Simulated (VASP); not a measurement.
# Be2C (Fm-3m) in VASP: settings compared, part 2 of 2

VASP 6.6.1. Earlier steps stand in the parts before.

**4. Relaxation of cell and atoms, r2SCAN+D4**

This run uses another cell than the first one, of 6.77 Å³/atom.

The input, POSCAR:

```
Be2C
1.0
    0.0000000000      2.1650000000      2.1650000000
    2.1650000000      0.0000000000      2.1650000000
    2.1650000000      2.1650000000      0.0000000000
Be C
2 1
Direct
    0.2500000000      0.2500000000      0.2500000000
    0.7500000000      0.7500000000      0.7500000000
    0.0000000000      0.0000000000      0.0000000000
```

The input, INCAR.step1:

```
SYSTEM = Be2C
  PREC = Accurate
  ENCUT = 660
  ISMEAR = 0
  SIGMA = 0.01
  LREAL = .False.
  LASPH = .True.
  NELM = 120
  GGA = PE
  ALGO = Normal
  EDIFF = 1E-5
  LWAVE = .True.
  LCHARG = .False.
  GGA_COMPAT = .False.
  IBRION = 2
  ISIF = 3
  EDIFFG = -0.005
  NELMIN = 4
  NSW = 100
```

The input, INCAR.step2:

```
SYSTEM = Be2C
  PREC = Accurate
  ENCUT = 660
  EDIFF = 1E-7
  ISMEAR = 0
  SIGMA = 0.01
  LREAL = .False.
  LASPH = .True.
  NELM = 120
  ALGO = Normal
  ISIF = 3
  LWAVE = .False.
  LCHARG = .False.
  METAGGA = R2SCAN
  LMIXTAU = .True.
  IVDW = 13
  VDW_S6 = 1.0
  VDW_S8 = 0.6018749
  VDW_A1 = 0.51559235
  VDW_A2 = 5.77342911
  IBRION = 2
  NSW = 60
  EDIFFG = -0.03
  ISTART = 1
  GGA_COMPAT = .False.
  NELMIN = 4
```

The input, KPOINTS:

```
regular mesh
0
Gamma
  8 8 8
  0 0 0
```

Potentials or basis: VASP PAW PBE potentials, release 64 (Be, C).

Started as:

```console
$ cat potpaw_PBE.64/Be/POTCAR potpaw_PBE.64/C/POTCAR > POTCAR
$ cp INCAR.step1 INCAR
$ mpirun -np 1 vasp_std > vasp.out
$ cp INCAR.step2 INCAR
$ mpirun -np 1 vasp_std > vasp.out
```

OUTCAR:

```text
SYSTEM = Be2C
   PREC = Accurate
   ENCUT = 660
   EDIFF = 1E-7
   ISMEAR = 0
   LREAL = .False.
   LASPH = .True.
   NELM = 120
   ISIF = 3
   METAGGA = R2SCAN
   IVDW = 13
   IBRION = 2
   NSW = 60
   EDIFFG = -0.03
   ISTART = 1
   NELMIN = 4

 ion  position               nearest neighbor table
   1  0.250  0.250  0.250-   3 1.87   3 1.87   3 1.87   3 1.87   2 2.17   2 2.17   2 2.17   2 2.17
                             2 2.17   2 2.17
   2  0.750  0.750  0.750-   3 1.87   3 1.87   3 1.87   3 1.87   1 2.17   1 2.17   1 2.17   1 2.17
                             1 2.17   1 2.17
   3  0.000  0.000  0.000-   2 1.87   2 1.87   2 1.87   1 1.87   2 1.87   1 1.87   1 1.87   1 1.87

  LATTYP: Found a face centered cubic cell.
 ALAT       =     4.3300000000

  Lattice vectors:

 A1 = (   0.0000000000,   2.1650000000,   2.1650000000)
 A2 = (   2.1650000000,   0.0000000000,   2.1650000000)
 A3 = (   2.1650000000,   2.1650000000,   0.0000000000)

Analysis of symmetry for initial positions (statically):
=====================================================================
 Subroutine PRICEL returns:
 Original cell was already a primitive cell.

 Routine SETGRP: Setting up the symmetry group for a
 face centered cubic supercell.

 Subroutine GETGRP returns: Found 48 space group operations
 (whereof 48 operations were pure point group operations)
 out of a pool of 48 trial point group operations.

The static configuration has the point symmetry O_h .

Analysis of symmetry for dynamics (positions and initial velocities):
=====================================================================
 Subroutine PRICEL returns:
 Original cell was already a primitive cell.

 Routine SETGRP: Setting up the symmetry group for a
 face centered cubic supercell.

 Subroutine GETGRP returns: Found 48 space group operations
 (whereof 48 operations were pure point group operations)
 out of a pool of 48 trial point group operations.

The dynamic configuration has the point symmetry O_h .

 Subroutine INISYM returns: Found 48 space group operations
 (whereof 48 operations are pure point group operations),
 and found     1 'primitive' translations

----------------------------------------------------------------------------------------

                                     Primitive cell

  volume of cell :      20.2957

  direct lattice vectors                    reciprocal lattice vectors
     0.000000000  2.165000000  2.165000000    -0.230946882  0.230946882  0.230946882
     2.165000000  0.000000000  2.165000000     0.230946882 -0.230946882  0.230946882
     2.165000000  2.165000000  0.000000000     0.230946882  0.230946882 -0.230946882

  length of vectors
     3.061772363  3.061772363  3.061772363     0.400011734  0.400011734  0.400011734

  position of ions in fractional coordinates (direct lattice)
     0.250000000  0.250000000  0.250000000
[... 121 lines left out ...]

 number of electron       8.0000000 magnetization

 Free energy of the ion-electron system (eV)
  ---------------------------------------------------
  ext. energy  EPLUGINS =         0.00000000
  ---------------------------------------------------
  free energy    TOTEN  =       -19.47577749 eV

  energy without entropy =      -19.47577749  energy(sigma->0) =      -19.47577749

------------------------ aborting loop because EDIFF is reached ----------------------------------------

  DFT-D4 for vdW energy calculation

  Edisp (eV):   -0.19414

  FORCE on cell =-STRESS in cart. coord.  units (eV):
  Direction    XX          YY          ZZ          XY          YZ          ZX
  --------------------------------------------------------------------------------------
  -------------------------------------------------------------------------------------
  Total      -0.24567    -0.24567    -0.24567     0.00000     0.00000    -0.00000
  in kB     -19.39323   -19.39323   -19.39323     0.00000     0.00000    -0.00000
  external pressure =      -19.39 kB  Pullay stress =        0.00 kB

 VOLUME and BASIS-vectors are now :
 -----------------------------------------------------------------------------
  energy-cutoff  :      660.00
  volume of cell :       20.30
      direct lattice vectors                 reciprocal lattice vectors
     0.000000000  2.165000000  2.165000000    -0.230946882  0.230946882  0.230946882
     2.165000000  0.000000000  2.165000000     0.230946882 -0.230946882  0.230946882
     2.165000000  2.165000000  0.000000000     0.230946882  0.230946882 -0.230946882

 POSITION                                       TOTAL-FORCE (eV/Angst)
 -----------------------------------------------------------------------------------
      1.08250      1.08250      1.08250        -0.000000     -0.000000     -0.000000
      3.24750      3.24750      3.24750         0.000000      0.000000      0.000000
      0.00000      0.00000      0.00000        -0.000000     -0.000000      0.000000
 -----------------------------------------------------------------------------------
    total drift:                               -0.000000     -0.000000      0.000000

  FREE ENERGIE OF THE ION-ELECTRON SYSTEM (eV)
  ---------------------------------------------------
  free  energy   TOTEN  =       -19.6699169410 eV

  energy  without entropy=      -19.6699169410  energy(sigma->0) =      -19.66991694

--------------------------------------- Ionic step        2  -------------------------------------------

 number of electron       8.0000000 magnetization

 Free energy of the ion-electron system (eV)
  ---------------------------------------------------
  ext. energy  EPLUGINS =         0.00000000
  ---------------------------------------------------
  free energy    TOTEN  =       -19.47467610 eV

  energy without entropy =      -19.47467610  energy(sigma->0) =      -19.47467610

 E-fermi :   7.8855     XC(G=0): -12.0704

 val. band max:        7.8242508899   @ k =   0.0000   0.0000   0.0000
 cond. band min:       9.3532898230   @ k =   0.5000   0.5000   0.0000
 fundamental gap:      1.5290389332
 Fermi energy:         7.8854831071

 k-point     1 :       0.0000    0.0000    0.0000
  band No.  band energies     occupation
      1      -8.1973      2.00000
      2       7.8243      2.00000
      3       7.8243      2.00000
      4       7.8243      2.00000
      5      12.4638      0.00000
      6      12.4638      0.00000
      7      12.4638      0.00000
      8      15.3547      0.00000
[... 243 lines left out ...]
 k-point    24 :      -0.3750    0.2500    0.1250
  band No.  band energies     occupation
      1      -4.7342      2.00000
      2      -0.5963      2.00000
      3       3.4848      2.00000
      4       4.2858      2.00000
      5      13.5440      0.00000
      6      15.0590      0.00000
      7      18.5053      0.00000
      8      19.4237      0.00000

 [... further k-points ...]

------------------------ aborting loop because EDIFF is reached ----------------------------------------

  DFT-D4 for vdW energy calculation

  Edisp (eV):   -0.19632

  FORCE on cell =-STRESS in cart. coord.  units (eV):
  Direction    XX          YY          ZZ          XY          YZ          ZX
  --------------------------------------------------------------------------------------
  -------------------------------------------------------------------------------------
  Total       0.06034     0.06034     0.06034     0.00000     0.00000    -0.00000
  in kB       4.82059     4.82059     4.82059     0.00000     0.00000    -0.00000
  external pressure =        4.82 kB  Pullay stress =        0.00 kB

 VOLUME and BASIS-vectors are now :
 -----------------------------------------------------------------------------
  energy-cutoff  :      660.00
  volume of cell :       20.06
      direct lattice vectors                 reciprocal lattice vectors
     0.000000000  2.156447145  2.156447145    -0.231862859  0.231862859  0.231862859
     2.156447145  0.000000000  2.156447145     0.231862859 -0.231862859  0.231862859
     2.156447145  2.156447145 -0.000000000     0.231862859  0.231862859 -0.231862859

 POSITION                                       TOTAL-FORCE (eV/Angst)
 -----------------------------------------------------------------------------------
      1.07822      1.07822      1.07822         0.000000     -0.000000     -0.000000
      3.23467      3.23467      3.23467        -0.000000      0.000000      0.000000
      2.15645      4.31289      2.15645        -0.000000      0.000000     -0.000000
 -----------------------------------------------------------------------------------
    total drift:                                0.000000      0.000000      0.000000

  FREE ENERGIE OF THE ION-ELECTRON SYSTEM (eV)
  ---------------------------------------------------
  free  energy   TOTEN  =       -19.6709943597 eV

  energy  without entropy=      -19.6709943597  energy(sigma->0) =      -19.67099436

 reached required accuracy - stopping structural energy minimisation
```

Run time: 1.8 min. Hardware: 1 thread of Intel Xeon 8259CL, shared host; peak memory 0.16 GiB.

Results:

- Free energy: -19.6710 eV
- Relaxed volume: 6.69 Å³/atom
- Relaxed cell: a = 3.050 Å, b = 3.050 Å, c = 3.050 Å, α = 60.00°, β = 60.00°, γ = 60.00°
- Space group after relaxing (to 0.1 Å): Fm-3m (No. 225)
- Energy gained by relaxing: 0.4 meV/atom
- Ionic steps: 2
- Pressure after relaxing: 0.5 GPa
- Band gap on the k mesh: 1.53 eV (least direct gap 4.64 eV)
- Dispersion energy per atom: -0.065 eV

The path:
```csv
step,energy change (eV),largest force (eV/Å),pressure (GPa),volume (Å³)
1,0.0000,0.0000,-1.94,20.30
2,-0.0011,0.0000,0.48,20.06
```

Final structure:
```
Be C
1.0
     0.00000    2.15645    2.15645
     2.15645    0.00000    2.15645
     2.15645    2.15645    0.00000
Be C
2 1
Direct
  0.25000 0.25000 0.25000
  0.75000 0.75000 0.75000
  0.00000 0.00000 0.00000
```

Levels at points of the mesh, in eV from the valence-band top:
```tsv
k point	band 1	band 2	band 3	band 4	band 5	band 6	band 7	band 8
(0.00, 0.00, 0.00)	-16.02	0.00	0.00	0.00	4.64	4.64	4.64	7.53
(0.50, 0.00, 0.00)	-13.04	-9.15	-1.92	-1.92	5.56	5.56	7.68	10.87
(0.50, 0.50, 0.00)	-12.22	-7.17	-4.96	-4.96	1.53	6.25	14.52	14.52
```

Caveat: the PAW data sets were made with another functional, which shifts forces and pressure a little. A k mesh can miss the band edges.

**5. Relaxation of cell and atoms, r2SCAN+rVV10**

This run uses another cell than the first one, of 6.77 Å³/atom.

POSCAR is that of step 4.

The input, INCAR.step1:

```
SYSTEM = Be2C
ALGO = Normal
EDIFF = 1E-5
EDIFFG = -0.005
ENCUT = 660
GGA = PE
GGA_COMPAT = .FALSE.
IBRION = 2
ISIF = 3
ISMEAR = 0
LASPH = .TRUE.
LCHARG = .FALSE.
LREAL = .FALSE.
LWAVE = .TRUE.
NELM = 120
NELMIN = 4
NSW = 100
PREC = Accurate
SIGMA = 0.01
```

The input, INCAR.step2:

```
SYSTEM = Be2C
ALGO = Normal
BPARAM = 11.95
CPARAM = 0.0093
EDIFF = 1E-7
EDIFFG = -0.03
ENCUT = 660
GGA_COMPAT = .FALSE.
IBRION = 2
ISIF = 3
ISMEAR = 0
ISTART = 1
IVDW_NL = 2
LASPH = .TRUE.
LCHARG = .FALSE.
LMIXTAU = .TRUE.
LREAL = .FALSE.
LUSE_VDW = .TRUE.
LWAVE = .FALSE.
METAGGA = R2SCAN
NELM = 120
NELMIN = 4
NSW = 60
PREC = Accurate
SIGMA = 0.01
```

The input, KPOINTS:

```
k-points
0
G
  8 8 8
  0 0 0
```

Potentials or basis: VASP PAW PBE potentials, release 64 (Be, C).

Started as:

```console
$ cat potpaw_PBE.64/Be/POTCAR potpaw_PBE.64/C/POTCAR > POTCAR
$ cp INCAR.step1 INCAR
$ mpirun -np 1 vasp_std > vasp.out
$ cp INCAR.step2 INCAR
$ mpirun -np 1 vasp_std > vasp.out
```

OUTCAR:

```text
SYSTEM = Be2C
   BPARAM = 11.95
   EDIFF = 1E-7
   EDIFFG = -0.03
   ENCUT = 660
   IBRION = 2
   ISIF = 3
   ISMEAR = 0
   ISTART = 1
   IVDW_NL = 2
   LASPH = .TRUE.
   LREAL = .FALSE.
   METAGGA = R2SCAN
   NELM = 120
   NELMIN = 4
   NSW = 60
   PREC = Accurate

 ion  position               nearest neighbor table
   1  0.250  0.250  0.250-   3 1.87   3 1.87   3 1.87   3 1.87   2 2.17   2 2.17   2 2.17   2 2.17
[... 515 lines left out ...]

  FORCE on cell =-STRESS in cart. coord.  units (eV):
  Direction    XX          YY          ZZ          XY          YZ          ZX
  --------------------------------------------------------------------------------------
  -------------------------------------------------------------------------------------
  Total        0.0238380      0.0238380      0.0238380      0.0000000      0.0000000     -0.0000000
  in kB        1.8905950      1.8905950      1.8905950      0.0000000      0.0000000     -0.0000000
  external PRESSURE =       1.8905950 kB  Pullay stress =       0.0000000 kB

 VOLUME and BASIS-vectors are now :
 -----------------------------------------------------------------------------
  energy-cutoff  :      660.00
  volume of cell :       20.20
      direct lattice vectors                 reciprocal lattice vectors
     0.000000000  2.161643831  2.161643831    -0.231305450  0.231305450  0.231305450
     2.161643831  0.000000000  2.161643831     0.231305450 -0.231305450  0.231305450
     2.161643831  2.161643831 -0.000000000     0.231305450  0.231305450 -0.231305450

 POSITION                                       TOTAL-FORCE (eV/Angst)
 -----------------------------------------------------------------------------------
      1.08082      1.08082      1.08082        -0.000000     -0.000000     -0.000000
      3.24247      3.24247      3.24247        -0.000000     -0.000000      0.000000
      4.32329      2.16164      2.16164         0.000000      0.000000      0.000000
 -----------------------------------------------------------------------------------
    total drift:                                0.000000      0.000000      0.000000

  FREE ENERGIE OF THE ION-ELECTRON SYSTEM (eV)
  ---------------------------------------------------
  free  energy   TOTEN  =       -19.4201572843 eV

  energy  without entropy=      -19.4201572843  energy(sigma->0) =      -19.42015728

 reached required accuracy - stopping structural energy minimisation
```

OSZICAR.step1:

```text
N       E                     dE             d eps       ncg     rms          rms(c)
DAV:   1     0.103790735276E+02    0.10379E+02   -0.47624E+03   464   0.111E+03
DAV:   2    -0.179375327751E+02   -0.28317E+02   -0.26572E+02   704   0.150E+02
DAV:   3    -0.185603523341E+02   -0.62282E+00   -0.62282E+00   632   0.219E+01
DAV:   4    -0.185624632748E+02   -0.21109E-02   -0.21109E-02   680   0.132E+00
DAV:   5    -0.185624645327E+02   -0.12579E-05   -0.12579E-05   632   0.265E-02    0.534E+00
DAV:   6    -0.175235395243E+02    0.10389E+01   -0.41469E+00   496   0.115E+01    0.213E+00
DAV:   7    -0.174675106532E+02    0.56029E-01   -0.15175E-01   656   0.327E+00    0.125E+00
DAV:   8    -0.174582097737E+02    0.93009E-02   -0.10120E-02   480   0.159E+00    0.144E-01
DAV:   9    -0.174582482880E+02   -0.38514E-04   -0.62629E-05   768   0.793E-02    0.113E-01
DAV:  10    -0.174582933659E+02   -0.45078E-04   -0.14446E-04   520   0.107E-01    0.129E-02
DAV:  11    -0.174582888769E+02    0.44890E-05   -0.39929E-05   528   0.364E-02
   1 F= -.17458289E+02 E0= -.17458289E+02  d E =-.174583E+02
```

It took 3.4 min on 1 thread of Intel Xeon 8259CL, shared host; peak memory 0.26 GiB.

What came out:

```yaml
Free_energy: -19.4202 eV
Relaxed_volume: 6.73 Å³/atom
Relaxed_cell: a = 3.057 Å, b = 3.057 Å, c = 3.057 Å, α = 60.00°, β = 60.00°, γ = 60.00°
Space_group_after_relaxing_to_0.1_Å: Fm-3m (No. 225)
Energy_gained_by_relaxing: 0.1 meV/atom
Ionic_steps: 2
Pressure_after_relaxing: 0.2 GPa
Band_gap_on_the_k_mesh: 1.50 eV (least direct gap 4.62 eV)
```

Step by step:
| step | energy change (eV) | largest force (eV/Å) | pressure (GPa) | volume (Å³) |
| --- | --- | --- | --- | --- |
| 1 | 0.0000 | 0.0000 | -0.76 | 20.30 |
| 2 | -0.0002 | 0.0000 | 0.19 | 20.20 |

Final structure:
```cif
data_structure
_symmetry_space_group_name_H-M 'P 1'
_symmetry_Int_Tables_number 1
_cell_length_a 3.0570
_cell_length_b 3.0570
_cell_length_c 3.0570
_cell_angle_alpha 60.000
_cell_angle_beta 60.000
_cell_angle_gamma 60.000
_cell_volume 20.20
loop_
_atom_site_label
_atom_site_type_symbol
_atom_site_fract_x
_atom_site_fract_y
_atom_site_fract_z
_atom_site_occupancy
Be1 Be 0.25000 0.25000 0.25000 1
Be2 Be 0.75000 0.75000 0.75000 1
C1 C 0.00000 0.00000 0.00000 1
```

Caveat: the PAW data sets were made with another functional, which shifts forces and pressure a little. r2SCAN opens gaps a little over a GGA but as a rule still falls short of measured ones.

**6. Overview**

```tsv
task	level	cell	cutoff (eV)	gap on the mesh (eV)	pressure (GPa)	relaxed volume (Å³/atom)
single point	r2SCAN+rVV10	a = 3.054 Å, angles 60.0°, 3 atoms	660	1.50	0.9	-
relaxation of cell and atoms	revPBE+D3(BJ)	relaxed from a = 3.062 Å, angles 60.0°, 3 atoms	600	1.16	0.0	6.36
relaxation of cell and atoms	r2SCAN+D4	relaxed from a = 3.062 Å, angles 60.0°, 3 atoms	660	1.53	0.5	6.69
relaxation of cell and atoms	r2SCAN+rVV10	relaxed from a = 3.062 Å, angles 60.0°, 3 atoms	660	1.50	0.2	6.73
```

Alike in all rows: potentials or basis VASP PAW PBE potentials, release 64 (Be, C); no spin polarisation; k mesh 8 × 8 × 8; smearing gaussian 0.01 eV.

Caveats: the PAW data sets were made with another functional, which shifts forces and pressure a little.

Absolute energies hang on the potentials; compare differences alone.
